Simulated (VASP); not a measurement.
Here is a VASP 6.6.1 calculation.

The input INCAR:

```
ALGO     = Normal         # electronic algorithm
EDIFF    = 1E-6           # SCF threshold, eV
ENCUT    = 520            # plane-wave cutoff, eV
GGA      = RE             # functional
ISIF     = 2              # what is computed and relaxed
ISMEAR   = -1             # smearing method
LASPH    = T              # aspherical terms in the spheres
LCHARG   = F              # write CHGCAR
LREAL    = F              # projectors in reciprocal space
LWAVE    = F              # write WAVECAR
NBANDS   = 12             # bands
NELM     = 80             # most SCF steps
PREC     = Accurate       # precision mode
SIGMA    = 0.1            # smearing width, eV
```

The input KPOINTS:

```
k-points
0
Gamma
  12 12 12
```

The input POSCAR:

```
Tl
1.0
    0.0000000000      2.6086844613      2.6086844613
    2.6086844613      0.0000000000      2.6086844613
    2.6086844613      2.6086844613      0.0000000000
Tl
1
Direct
    0.0000000000      0.0000000000      0.0000000000
```

Potentials or basis: VASP PAW PBE potentials, release 64 (Tl_d).

Run with:

```sh
$ cat potpaw_PBE.64/Tl_d/POTCAR > POTCAR
$ mpirun -np 1 vasp_std > vasp.out
```

(1) Estimate the pressure.

Answers

(1) -1.4 GPa.

Caveat: the PAW data sets were made with another functional, which shifts forces and pressure a little.
